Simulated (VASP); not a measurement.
# BP (F-43m) in VASP: notebook

The runs below take BP through single point, with PBEsol.

Everything below comes from runs of VASP 6.6.1. Logs are shortened: lines on timing, memory, paths and dates and some standing lists are left out, and cuts for length are marked.

**1. The cell of the first run**

It takes space group F-43m (No. 216, cubic). Conventional cell: a = 4.508 Å, b = 4.508 Å, c = 4.508 Å, α = 90.00°, β = 90.00°, γ = 90.00°. Within 2.6 Å of B (site symmetry -43m) lie 4 P at 1.95 Å. P (site symmetry -43m) has 4 B at 1.95 Å within 2.6 Å.

**2. Single point, PBEsol**

Contents of INCAR:

```
ALGO = Normal
EDIFF = 1E-6
ENCUT = 520
GGA = PS
ISIF = 2
ISMEAR = 0
LASPH = True
LCHARG = True
LELF = True
LREAL = False
LVHAR = True
LWAVE = False
NBANDS = 11
NELM = 80
PREC = Accurate
SIGMA = 0.01
```

Contents of KPOINTS:

```
k-points
0
Gamma
  6 6 6
```

Contents of POSCAR:

```
BP
1.0
    0.0000000000      2.2537713532      2.2537713532
    2.2537713532      0.0000000000      2.2537713532
    2.2537713532      2.2537713532      0.0000000000
B P
1 1
Direct
    0.0000000000      0.0000000000      0.0000000000
    0.2500000000      0.2500000000      0.2500000000
```

Potentials or basis: VASP PAW PBE potentials, release 64 (B, P).

Started as:

```sh
> cat potpaw_PBE.64/B/POTCAR potpaw_PBE.64/P/POTCAR > POTCAR
> mpirun -np 1 vasp_std > vasp.out
```

OUTCAR:

```text
EDIFF = 1E-6
   ENCUT = 520
   GGA = PS
   ISIF = 2
   ISMEAR = 0
   LASPH = True
   LREAL = False
   NELM = 80
   PREC = Accurate

 ion  position               nearest neighbor table
   1  0.000  0.000  0.000-   2 1.95   2 1.95   2 1.95   2 1.95
   2  0.250  0.250  0.250-   1 1.95   1 1.95   1 1.95   1 1.95

  LATTYP: Found a face centered cubic cell.
 ALAT       =     4.5075427064

  Lattice vectors:

 A1 = (   0.0000000000,   2.2537713532,   2.2537713532)
 A2 = (   2.2537713532,   0.0000000000,   2.2537713532)
 A3 = (   2.2537713532,   2.2537713532,   0.0000000000)

Analysis of symmetry for initial positions (statically):
=====================================================================
 Subroutine PRICEL returns:
 Original cell was already a primitive cell.

 Routine SETGRP: Setting up the symmetry group for a
 face centered cubic supercell.

 Subroutine GETGRP returns: Found 24 space group operations
 (whereof 24 operations were pure point group operations)
 out of a pool of 48 trial point group operations.

The static configuration has the point symmetry T_d .

Analysis of symmetry for dynamics (positions and initial velocities):
=====================================================================
 Subroutine PRICEL returns:
 Original cell was already a primitive cell.

 Routine SETGRP: Setting up the symmetry group for a
 face centered cubic supercell.

 Subroutine GETGRP returns: Found 24 space group operations
 (whereof 24 operations were pure point group operations)
 out of a pool of 48 trial point group operations.

The dynamic configuration has the point symmetry T_d .

 Subroutine INISYM returns: Found 24 space group operations
 (whereof 24 operations are pure point group operations),
 and found     1 'primitive' translations

----------------------------------------------------------------------------------------

                                     Primitive cell

  volume of cell :      22.8960

  direct lattice vectors                    reciprocal lattice vectors
     0.000000000  2.253771353  2.253771353    -0.221850366  0.221850366  0.221850366
     2.253771353  0.000000000  2.253771353     0.221850366 -0.221850366  0.221850366
     2.253771353  2.253771353  0.000000000     0.221850366  0.221850366 -0.221850366

  length of vectors
     3.187314014  3.187314014  3.187314014     0.384256106  0.384256106  0.384256106

  position of ions in fractional coordinates (direct lattice)
[... 76 lines left out ...]
   ISIF   =      2    stress and relaxation
   ISYM   =      2    0-nonsym 1-usesym 2-fastsym
   POTIM  = 0.5000    time-step for ionic-motion
   TEBEG  =    0.0;   TEEND  =   0.0 temperature during run
   PSTRESS=    0.0 pullay stress
   NELECT =       8.0000    total number of electrons
   NUPDOWN=      -1.0000    fix difference up-down
   EMIN   =  10.00;   EMAX   =-10.00  energy-range for DOS
   EFERMI =   0.00;   METHOD = LEGACY
   ISMEAR =     0;   SIGMA  =   0.01  broadening in eV -4-tet -1-fermi 0-gaus
   EFERMI_NEDOS =   21; number of points for ismear=-14 and -15
   IALGO  =     38    algorithm
   IMIX   =      4    mixing-type and parameters
     AMIX     =   0.40;   BMIX     =  1.00
     AMIX_MAG =   1.60;   BMIX_MAG =  1.00
  volume/ion in A,a.u.               =      11.45        77.25
  Fermi-wavevector in a.u.,A,eV,Ry     =   1.153059  2.178966 18.089568  1.329546
  Thomas-Fermi vector in A             =   2.289706
   LORBIT       =      0    0 simple, 1 ext, 2 COOP (PROOUT), +10 PAW based schemes
   GGA     = PS    functional components
   LHFCALC =     F    Hartree Fock is set to
   AEXX    =    0.0000 exact exchange contribution
   IVDW    =     0    specifies the selected vdW correction
   LEPSILON=     F    determine dielectric tensor
   LRPA    =     F    only Hartree local field effects (RPA)
 non-spin polarized calculation
 Gauss-broadening in eV      SIGMA  =   0.01
  energy-cutoff  :      520.00
  volume of cell :       22.90
 maximum number of plane-waves:       636
   NGX = 11   NGY = 11   NGZ = 11

 number of electron       8.0000001 magnetization

 Free energy of the ion-electron system (eV)
  ---------------------------------------------------
  ext. energy  EPLUGINS =         0.00000000
  ---------------------------------------------------
  free energy    TOTEN  =       -13.65400131 eV

  energy without entropy =      -13.65400131  energy(sigma->0) =      -13.65400131

 E-fermi :   7.7365     XC(G=0): -11.1286

 val. band max:        7.6526511392   @ k =   0.0000   0.0000   0.0000
 cond. band min:       8.8348798496   @ k =   0.5000   0.5000   0.0000
 fundamental gap:      1.1822287104
 Fermi energy:         7.7364706050

 k-point     1 :       0.0000    0.0000    0.0000
  band No.  band energies     occupation
      1      -8.0296      2.00000
      2       7.6527      2.00000
      3       7.6527      2.00000
      4       7.6527      2.00000
      5      11.0368      0.00000
      6      11.0368      0.00000
      7      11.0368      0.00000
      8      15.3027      0.00000
      9      19.0313      0.00000
     10      19.8296      0.00000
     11      19.8296      0.00000
[... 197 lines left out ...]
 k-point    16 :      -0.3333    0.5000    0.1667
  band No.  band energies     occupation
      1      -2.8276      2.00000
      2      -0.6694      2.00000
      3       2.1841      2.00000
      4       2.3019      2.00000
      5      11.3919      0.00000
      6      12.0254      0.00000
      7      16.8633      0.00000
      8      17.5134      0.00000
      9      20.7049      0.00000
     10      23.9872      0.00000
     11      24.3348      0.00000

------------------------ aborting loop because EDIFF is reached ----------------------------------------

  FORCE on cell =-STRESS in cart. coord.  units (eV):
  Direction    XX          YY          ZZ          XY          YZ          ZX
  --------------------------------------------------------------------------------------
  -------------------------------------------------------------------------------------
  Total        0.2414264      0.2414264      0.2414264     -0.0000000      0.0000000     -0.0000000
  in kB       16.8941282     16.8941282     16.8941282     -0.0000000      0.0000000     -0.0000000
  external PRESSURE =      16.8941282 kB  Pullay stress =       0.0000000 kB

 VOLUME and BASIS-vectors are now :
 -----------------------------------------------------------------------------
  energy-cutoff  :      520.00
  volume of cell :       22.90
      direct lattice vectors                 reciprocal lattice vectors
     0.000000000  2.253771353  2.253771353    -0.221850366  0.221850366  0.221850366
     2.253771353  0.000000000  2.253771353     0.221850366 -0.221850366  0.221850366
     2.253771353  2.253771353  0.000000000     0.221850366  0.221850366 -0.221850366

 POSITION                                       TOTAL-FORCE (eV/Angst)
 -----------------------------------------------------------------------------------
      0.00000      0.00000      0.00000         0.000000      0.000000      0.000000
      1.12689      1.12689      1.12689        -0.000000     -0.000000     -0.000000
 -----------------------------------------------------------------------------------
    total drift:                                0.000000      0.000000      0.000000

  FREE ENERGIE OF THE ION-ELECTRON SYSTEM (eV)
  ---------------------------------------------------
  free  energy   TOTEN  =       -13.6540013137 eV

  energy  without entropy=      -13.6540013137  energy(sigma->0) =      -13.65400131
```

stdout:

```text
POSCAR found type information on POSCAR B P
 POSCAR found :  2 types and       2 ions
 scaLAPACK will be used
 -----------------------------------------------------------------------------
|                                                                             |
|                                                                             |
|     You enforced a specific xc type in the INCAR file but a different       |
|     I HOPE YOU KNOW WHAT YOU ARE DOING!                                     |
|                                                                             |
 -----------------------------------------------------------------------------

 LDA part: xc-table for (Slater+PW92), standard interpolation
 POSCAR, INCAR and KPOINTS ok, starting setup
 FFT: planning ... GRIDC
 FFT: planning ... GRID_SOFT
 FFT: planning ... GRID
 WAVECAR not read
 entering main loop
```

It took 9.4 s on 1 thread of Intel Xeon 6975P-C, shared host; peak memory 0.1 GiB.

What came out:

| Item | Value |
| --- | --- |
| Free energy | -13.6540 eV |
| Pressure | 1.7 GPa |
| Band gap on the k mesh | 1.18 eV, indirect (least direct gap 3.38 eV) |

Levels at points of the mesh, in eV from the valence-band top:
| k point | band 1 | band 2 | band 3 | band 4 | band 5 | band 6 | band 7 | band 8 | band 9 |
| --- | --- | --- | --- | --- | --- | --- | --- | --- | --- |
| (0.00, 0.00, 0.00) | -15.68 | 0.00 | 0.00 | 0.00 | 3.38 | 3.38 | 3.38 | 7.65 | 11.38 |
| (0.50, 0.00, 0.00) | -12.25 | -9.25 | -1.79 | -1.79 | 3.85 | 4.66 | 4.66 | 9.99 | 14.72 |
| (0.50, 0.50, 0.00) | -10.70 | -8.71 | -4.22 | -4.22 | 1.18 | 1.49 | 12.28 | 12.28 | 15.38 |

Caveat: the PAW data sets were made with another functional, which shifts forces and pressure a little. A k mesh can miss the band edges.

**3. Single point, PBEsol**

This run uses another cell than the first one, of 11.68 Å³/atom, 1.020 times its volume.

Contents of INCAR:

```
SYSTEM = BP
PREC     = Accurate       ! precision mode
ENCUT    = 520            ! plane-wave cutoff, eV
EDIFF    = 1E-7           ! SCF threshold, eV
ISMEAR   = 0              ! smearing method
SIGMA    = 0.01           ! smearing width, eV
LREAL    = .False.        ! projectors in reciprocal space
LASPH    = .True.         ! aspherical terms in the spheres
NELM     = 60             ! most SCF steps
ALGO     = Normal         ! electronic algorithm
ISIF     = 2              ! what is computed and relaxed
LWAVE    = .False.        ! write WAVECAR
LCHARG   = .True.         ! write CHGCAR
GGA      = PS             ! functional
LELF     = .True.         ! ELF
LVHAR    = .True.       
NBANDS   = 11             ! bands
```

Contents of KPOINTS:

```
Automatic mesh
0
Gamma
  6 6 6
  0 0 0
```

Contents of POSCAR:

```
BP
1.0
    0.0000000000      2.2690000000      2.2690000000
    2.2690000000      0.0000000000      2.2690000000
    2.2690000000      2.2690000000      0.0000000000
B P
1 1
Direct
    0.0000000000      0.0000000000      0.0000000000
    0.2500000000      0.2500000000      0.2500000000
```

Potentials or basis: VASP PAW PBE potentials, release 64 (B, P).

Started as:

```sh
> cat potpaw_PBE.64/B/POTCAR potpaw_PBE.64/P/POTCAR > POTCAR
> mpirun -np 1 vasp_std > vasp.out
```

Run time: 9.6 s. Hardware: 1 thread of Intel Xeon 6975P-C, shared host; peak memory 0.1 GiB.

Results (log left out):

```
Free energy            : -13.6541 eV
Pressure               : -1.7 GPa
Band gap on the k mesh : 1.22 eV, indirect (least direct gap 3.35 eV)
```

Levels at points of the mesh, in eV from the valence-band top:
```csv
k point,band 1,band 2,band 3,band 4,band 5,band 6,band 7,band 8,band 9
"(0.00, 0.00, 0.00)",-15.50,0.00,0.00,0.00,3.35,3.35,3.35,7.34,11.24
"(0.50, 0.00, 0.00)",-12.15,-9.10,-1.77,-1.77,3.73,4.65,4.65,9.93,14.59
"(0.50, 0.50, 0.00)",-10.62,-8.60,-4.15,-4.15,1.22,1.51,12.10,12.10,15.13
```

Caveat: the PAW data sets were made with another functional, which shifts forces and pressure a little. PBEsol gaps usually lie below the measured ones, often by a third to a half.

**4. Single point, PBEsol**

This run uses another cell than the first one, of 11.92 Å³/atom, 1.041 times its volume.

Contents of INCAR:

```
PREC = Accurate ; ENCUT = 520
EDIFF = 1E-6 ; ISMEAR = 0
SIGMA = 0.01 ; LREAL = False
LASPH = True ; NELM = 80
ALGO = Normal ; ISIF = 2
LWAVE = False ; LCHARG = False
GGA = PS ; NBANDS = 11
```

Contents of KPOINTS:

```
Automatic mesh
0
Gamma
  6 6 6
```

Contents of POSCAR:

```
BP
1.0
    0.0000000000      2.2840269280      2.2840269280
    2.2840269280      0.0000000000      2.2840269280
    2.2840269280      2.2840269280      0.0000000000
B P
1 1
Direct
    0.0000000000      0.0000000000      0.0000000000
    0.2500000000      0.2500000000      0.2500000000
```

Started as:

```sh
> cat potpaw_PBE.64/B/POTCAR potpaw_PBE.64/P/POTCAR > POTCAR
> mpirun -np 1 vasp_std > vasp.out
```

Wall time 8.7 s (1 thread of Intel Xeon 6975P-C, shared host); peak memory 0.1 GiB.

Results (log left out):

```
Free energy            : -13.6447 eV
Pressure               : -4.8 GPa
Band gap on the k mesh : 1.26 eV, indirect (least direct gap 3.33 eV)
```

Levels at points of the mesh, in eV from the valence-band top:
```
           k point  band 1  band 2  band 3  band 4  band 5  band 6  band 7  band 8  band 9
(0.00, 0.00, 0.00)  -15.32    0.00    0.00    0.00    3.33    3.33    3.33    7.04   11.11
(0.50, 0.00, 0.00)  -12.05   -8.96   -1.74   -1.74    3.61    4.63    4.63    9.86   14.44
(0.50, 0.50, 0.00)  -10.55   -8.50   -4.08   -4.08    1.26    1.53   11.91   11.91   14.89
```

Caveat: the PAW data sets were made with another functional, which shifts forces and pressure a little.

**5. Summary**

| cell | gap on the mesh (eV) | pressure (GPa) |
| --- | --- | --- |
| a = 3.187 Å, angles 60.0°, 2 atoms | 1.18 | 1.7 |
| a = 3.209 Å, angles 60.0°, 2 atoms | 1.22 | -1.7 |
| a = 3.230 Å, angles 60.0°, 2 atoms | 1.26 | -4.8 |

Alike in all rows: task single point; level PBEsol; potentials or basis VASP PAW PBE potentials, release 64 (B, P); no spin polarisation; k mesh 6 × 6 × 6; cutoff (eV) 520; smearing gaussian 0.01 eV.

Caveats: the PAW data sets were made with another functional, which shifts forces and pressure a little.

Total energies depend on the potentials used, so only differences within one code and one set of settings carry meaning.
